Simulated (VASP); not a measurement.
# HfN (Fm-3m) in VASP: notebook, part 2 of 2

VASP 6.6.1. Earlier steps stand in the parts before.

## 4. Vibrations by perturbation theory, LDA

This run uses another cell than the first one, of 10.26 Å³/atom, 1.044 times its volume.

INCAR reads:

```
ALGO     = Normal         # electronic algorithm
EDIFF    = 1E-8           # SCF threshold, eV
ENCUT    = 520            # plane-wave cutoff, eV
IBRION   = 8              # ionic algorithm
ISIF     = 2              # what is computed and relaxed
ISMEAR   = -1             # smearing method
LASPH    = True           # aspherical terms in the spheres
LCHARG   = True           # write CHGCAR
LREAL    = False          # projectors in reciprocal space
LWAVE    = False          # write WAVECAR
NELM     = 60             # most SCF steps
NSW      = 1              # ionic steps
PREC     = Accurate       # precision mode
SIGMA    = 0.15           # smearing width, eV
```

KPOINTS reads:

```
k-points
0
Gamma
  16 16 16
```

POSCAR reads:

```
HfN
1.0
    0.0000000000      2.1730361133      2.1730361133
    2.1730361133      0.0000000000      2.1730361133
    2.1730361133      2.1730361133      0.0000000000
Hf N
1 1
Direct
    0.0000000000      0.0000000000      0.0000000000
    0.5000000000      0.5000000000      0.5000000000
```

Potentials or basis: VASP PAW LDA potentials, release 64 (Hf_pv, N).

Run with:

```console
$ cat potpaw_LDA.64/Hf_pv/POTCAR potpaw_LDA.64/N/POTCAR > POTCAR
$ mpirun -np 1 vasp_std > vasp.out
```

OUTCAR:

```text
EDIFF = 1E-8
   ENCUT = 520
   IBRION = 8
   ISIF = 2
   ISMEAR = -1
   LASPH = True
   LREAL = False
   NELM = 60
   NSW = 1
   PREC = Accurate

 ion  position               nearest neighbor table
   1  0.000  0.000  0.000-   2 2.17   2 2.17   2 2.17   2 2.17   2 2.17   2 2.17
   2  0.500  0.500  0.500-   1 2.17   1 2.17   1 2.17   1 2.17   1 2.17   1 2.17

  LATTYP: Found a face centered cubic cell.
 ALAT       =     4.3460722266

  Lattice vectors:

 A1 = (   0.0000000000,   2.1730361133,   2.1730361133)
[... 590 lines left out ...]
  1X   -17.386635    0.000000    0.000000   17.386635    0.000000    0.000000
  1Y     0.000000  -17.386635    0.000000    0.000000   17.386635    0.000000
  1Z     0.000000    0.000000  -17.386635    0.000000    0.000000   17.386635
  2X    17.391953    0.000000    0.000000  -17.391953    0.000000    0.000000
  2Y     0.000000   17.391953    0.000000    0.000000  -17.391953    0.000000
  2Z     0.000000    0.000000   17.391953    0.000000    0.000000  -17.391953

 Eigenvectors and eigenvalues of the dynamical matrix
 ----------------------------------------------------

   1 f  =   18.094176 THz   113.689063 2PiTHz  603.556755 cm-1    74.831467 meV
             X         Y         Z           dx          dy          dz
      0.000000  0.000000  0.000000     0.000000    0.269658    0.000000
      2.173036  2.173036  2.173036     0.000000   -0.962956    0.000000
[... 21 lines left out ...]
   6 f/i=    0.000719 THz     0.004515 2PiTHz    0.023968 cm-1     0.002972 meV
             X         Y         Z           dx          dy          dz
      0.000000  0.000000  0.000000     0.000000   -0.962956    0.000000
      2.173036  2.173036  2.173036     0.000000   -0.269658    0.000000

--------------------------------------------------------------------------------------------------------

 ELASTIC MODULI CONTR FROM IONIC RELAXATION (kBar)
 Direction    XX          YY          ZZ          XY          YZ          ZX
 --------------------------------------------------------------------------------
 XX           0.0000      0.0000      0.0000      0.0000      0.0000      0.0000
 YY           0.0000      0.0000      0.0000      0.0000      0.0000      0.0000
 ZZ           0.0000      0.0000      0.0000      0.0000      0.0000      0.0000
 XY           0.0000      0.0000      0.0000      0.0000      0.0000      0.0000
 YZ           0.0000      0.0000      0.0000      0.0000      0.0000      0.0000
 ZX           0.0000      0.0000      0.0000      0.0000      0.0000      0.0000
 --------------------------------------------------------------------------------
```

OSZICAR:

```text
N       E                     dE             d eps       ncg     rms          rms(c)
DAV:   1     0.363267556444E+02    0.36327E+02   -0.83905E+03  3190   0.130E+03
DAV:   2    -0.249175597282E+02   -0.61244E+02   -0.57949E+02  4143   0.250E+02
DAV:   3    -0.267528985243E+02   -0.18353E+01   -0.18198E+01  4070   0.367E+01
DAV:   4    -0.267659321421E+02   -0.13034E-01   -0.13007E-01  3711   0.307E+00
[... 93 lines left out ...]
RMM:  13    -0.231558992908E+00   -0.35289E-08   -0.67409E-07  9288   0.990E-05    0.186E-06
RMM:  14    -0.231558995278E+00   -0.23698E-08   -0.66807E-07  6756   0.986E-05    0.107E-06
RMM:  15    -0.231558996182E+00   -0.90389E-09   -0.66614E-07  5770   0.985E-05    0.464E-07
RMM:  16    -0.231558996123E+00    0.58139E-10   -0.66495E-07  5326   0.985E-05    0.201E-07
RMM:  17    -0.231558996138E+00   -0.14170E-10   -0.66710E-07  5159   0.985E-05    0.838E-08
 Linear response finished
```

Run time: 3.9 min. Hardware: 1 thread of Intel Xeon Platinum 8488C (Sapphire Rapids), shared host; peak memory 0.33 GiB.

What came out:

| Quantity | Value |
| --- | --- |
| Highest phonon frequency at Γ, LO-TO splitting left out | 604 cm⁻¹ |

Phonon frequencies in cm⁻¹ (negative: imaginary):
| q point | frequencies |
| --- | --- |
| (0.000, 0.000, 0.000) | 0 0 0 604 604 604 |

Caveat: the cell wasn't relaxed at this level first, which shifts response properties; spin-orbit coupling is left out, which moves the levels of the heavy elements.

## 5. Vibrations by perturbation theory, LDA

This run uses another cell than the first one, of 10.39 Å³/atom, 1.057 times its volume.

INCAR reads:

```
SYSTEM = HfN
ALGO = Normal
EDIFF = 1E-8
ENCUT = 520
GGA = CA
IBRION = 8
ISIF = 2
ISMEAR = -1
LASPH = .TRUE.
LCHARG = .FALSE.
LREAL = .FALSE.
LWAVE = .FALSE.
NBANDS = 14
NELM = 60
NSW = 1
PREC = Accurate
SIGMA = 0.15
```

KPOINTS reads:

```
k-points
0
G
  16 16 16
  0 0 0
```

POSCAR reads:

```
HfN
1.0
    0.0000000000      2.1818338294      2.1818338294
    2.1818338294      0.0000000000      2.1818338294
    2.1818338294      2.1818338294      0.0000000000
Hf N
1 1
Direct
    0.0000000000      0.0000000000      0.0000000000
    0.5000000000      0.5000000000      0.5000000000
```

Potentials or basis: VASP PAW LDA potentials, release 64 (Hf_pv, N).

Run with:

```console
$ cat potpaw_LDA.64/Hf_pv/POTCAR potpaw_LDA.64/N/POTCAR > POTCAR
$ mpirun -np 1 vasp_std > vasp.out
```

OUTCAR:

```text
SYSTEM = HfN
   EDIFF = 1E-8
   ENCUT = 520
   GGA = CA
   IBRION = 8
   ISIF = 2
   ISMEAR = -1
   LASPH = .TRUE.
   LREAL = .FALSE.
   NELM = 60
   NSW = 1
   PREC = Accurate

 ion  position               nearest neighbor table
   1  0.000  0.000  0.000-   2 2.18   2 2.18   2 2.18   2 2.18   2 2.18   2 2.18
   2  0.500  0.500  0.500-   1 2.18   1 2.18   1 2.18   1 2.18   1 2.18   1 2.18

  LATTYP: Found a face centered cubic cell.
 ALAT       =     4.3636676588

  Lattice vectors:

 A1 = (   0.0000000000,   2.1818338294,   2.1818338294)
 A2 = (   2.1818338294,   0.0000000000,   2.1818338294)
 A3 = (   2.1818338294,   2.1818338294,   0.0000000000)

Analysis of symmetry for initial positions (statically):
=====================================================================
 Subroutine PRICEL returns:
 Original cell was already a primitive cell.

 Routine SETGRP: Setting up the symmetry group for a
 face centered cubic supercell.

 Subroutine GETGRP returns: Found 48 space group operations
 (whereof 48 operations were pure point group operations)
 out of a pool of 48 trial point group operations.

The static configuration has the point symmetry O_h .

Analysis of symmetry for dynamics (positions and initial velocities):
=====================================================================
 Subroutine PRICEL returns:
 Original cell was already a primitive cell.

 Routine SETGRP: Setting up the symmetry group for a
 face centered cubic supercell.

 Subroutine GETGRP returns: Found 48 space group operations
 (whereof 48 operations were pure point group operations)
 out of a pool of 48 trial point group operations.

The dynamic configuration has the point symmetry O_h .

 Subroutine INISYM returns: Found 48 space group operations
 (whereof 48 operations are pure point group operations),
 and found     1 'primitive' translations

----------------------------------------------------------------------------------------

                                     Primitive cell

  volume of cell :      20.7728

  direct lattice vectors                    reciprocal lattice vectors
     0.000000000  2.181833829  2.181833829    -0.229165023  0.229165023  0.229165023
     2.181833829  0.000000000  2.181833829     0.229165023 -0.229165023  0.229165023
     2.181833829  2.181833829  0.000000000     0.229165023  0.229165023 -0.229165023

  length of vectors
     3.085578992  3.085578992  3.085578992     0.396925463  0.396925463  0.396925463

  position of ions in fractional coordinates (direct lattice)
     0.000000000  0.000000000  0.000000000
     0.500000000  0.500000000  0.500000000

  ion indices of the primitive-cell ions
   primitive index   ion index
                 1           1
[... 132 lines left out ...]
      2     -21.3513      2.00000
      3     -21.3513      2.00000
      4      -8.6706      2.00000
      5       6.1106      2.00000
      6       6.1106      2.00000
      7       6.1106      2.00000
      8       8.7108      1.91089
      9       8.7108      1.91089
     10       8.7108      1.91089
     11      11.3409      0.00000
     12      11.3409      0.00000
     13      12.2354      0.00000
     14      19.0666      0.00000
[... 377 lines left out ...]
      1     -21.5006      2.00000
      2     -21.3871      2.00000
      3     -21.3529      2.00000
      4      -8.3661      2.00000
      5       5.0235      2.00000
      6       5.3177      2.00000
      7       5.6996      2.00000
      8       8.9060      1.70757
      9       8.9239      1.67647
     10       9.4331      0.29619
     11      11.7139      0.00000
     12      12.5592      0.00000
     13      13.0369      0.00000
     14      19.9679      0.00000

 [... further k-points ...]
[... 5 lines left out ...]
  --------------------------------------------------------------------------------------
  -------------------------------------------------------------------------------------
  Total        3.1101793      3.1101793      3.1101793      0.0000000      0.0000000     -0.0000000
  in kB      239.8838468    239.8838468    239.8838468      0.0000000      0.0000000     -0.0000000
  external PRESSURE =     239.8838468 kB  Pullay stress =       0.0000000 kB

 VOLUME and BASIS-vectors are now :
 -----------------------------------------------------------------------------
  energy-cutoff  :      520.00
  volume of cell :       20.77
      direct lattice vectors                 reciprocal lattice vectors
     0.000000000  2.181833829  2.181833829    -0.229165023  0.229165023  0.229165023
     2.181833829  0.000000000  2.181833829     0.229165023 -0.229165023  0.229165023
     2.181833829  2.181833829  0.000000000     0.229165023  0.229165023 -0.229165023

 POSITION                                       TOTAL-FORCE (eV/Angst)
 -----------------------------------------------------------------------------------
      0.00000      0.00000      0.00000         0.000000      0.000000      0.000000
      2.18183      2.18183      2.18183        -0.000000     -0.000000     -0.000000
 -----------------------------------------------------------------------------------
    total drift:                                0.000000     -0.000000     -0.000000

  FREE ENERGIE OF THE ION-ELECTRON SYSTEM (eV)
  ---------------------------------------------------
  free  energy   TOTEN  =       -23.7886479982 eV

  energy  without entropy=      -23.7501447748  energy(sigma->0) =      -23.76939639

[... ionic steps 2 to 3 ...]

--------------------------------------- Ionic step        4  -------------------------------------------

------------------------ aborting loop because EDIFF is reached ----------------------------------------

[... ionic steps 5 to 6 ...]

--------------------------------------- Ionic step        7  -------------------------------------------

 Free energy of the ion-electron system (eV)
  ---------------------------------------------------
  ---------------------------------------------------
  free energy    TOTEN  =        -0.23132493 eV

  energy without entropy =       -0.23132493

------------------------ aborting loop because EDIFF is reached ----------------------------------------

 INTERNAL STRAIN TENSOR  FOR ION    2  DIRECTION 1   (eV/Angst):
 -----------------------------------------------------------------------------
     0.02213 -0.00000  0.00000
     0.00000 -0.01441 -0.00000
     0.00000 -0.00000 -0.01441

 INTERNAL STRAIN TENSOR FOR ION    2 for displacements in x,y,z  (eV/Angst):
          X           Y           Z          XY          YZ          ZX
  --------------------------------------------------------------------------------
  x     0.00000     0.00000     0.00000     0.00000     0.00000     0.00000
  y     0.00000     0.00000     0.00000     0.00000     0.00000     0.00000
  z     0.00000     0.00000     0.00000     0.00000     0.00000     0.00000

 SECOND DERIVATIVES (NOT SYMMETRIZED)
 ------------------------------------
               1X          1Y          1Z          2X          2Y          2Z
  1X   -16.672880    0.000000    0.000000   16.672880    0.000000    0.000000
  1Y     0.000000  -16.672880    0.000000    0.000000   16.672880    0.000000
  1Z     0.000000    0.000000  -16.672880    0.000000    0.000000   16.672880
  2X    16.672795    0.000000    0.000000  -16.672795    0.000000    0.000000
  2Y     0.000000   16.672795    0.000000    0.000000  -16.672795    0.000000
  2Z     0.000000    0.000000   16.672795    0.000000    0.000000  -16.672795

 Eigenvectors and eigenvalues of the dynamical matrix
 ----------------------------------------------------

   1 f  =   17.716329 THz   111.314981 2PiTHz  590.953141 cm-1    73.268818 meV
             X         Y         Z           dx          dy          dz
      0.000000  0.000000  0.000000     0.000000    0.269697    0.000000
      2.181834  2.181834  2.181834     0.000000   -0.962945    0.000000
[... 21 lines left out ...]
   6 f/i=    0.000012 THz     0.000074 2PiTHz    0.000395 cm-1     0.000049 meV
             X         Y         Z           dx          dy          dz
      0.000000  0.000000  0.000000     0.000000   -0.962945    0.000000
      2.181834  2.181834  2.181834     0.000000   -0.269697    0.000000

--------------------------------------------------------------------------------------------------------

 ELASTIC MODULI CONTR FROM IONIC RELAXATION (kBar)
 Direction    XX          YY          ZZ          XY          YZ          ZX
 --------------------------------------------------------------------------------
 XX           0.0000      0.0000      0.0000      0.0000      0.0000      0.0000
 YY           0.0000      0.0000      0.0000      0.0000      0.0000      0.0000
 ZZ           0.0000      0.0000      0.0000      0.0000      0.0000      0.0000
 XY           0.0000      0.0000      0.0000      0.0000      0.0000      0.0000
 YZ           0.0000      0.0000      0.0000      0.0000      0.0000      0.0000
 ZX           0.0000      0.0000      0.0000      0.0000      0.0000      0.0000
 --------------------------------------------------------------------------------
```

Wall time 3.1 min (1 thread of Intel Xeon Platinum 8259CL at 2.50GHz (Skylake/Cascade Lake), shared host); peak memory 0.36 GiB.

Results:

```yaml
Highest_phonon_frequency_at_Γ_LO-TO_splitting_left_out: 591 cm⁻¹
```

Phonon frequencies in cm⁻¹ (negative: imaginary):
```tsv
q point	frequencies
(0.000, 0.000, 0.000)	0 0 0 591 591 591
```

Caveat: the cell wasn't relaxed at this level first, which shifts response properties; spin-orbit coupling is left out, which moves the levels of the heavy elements.
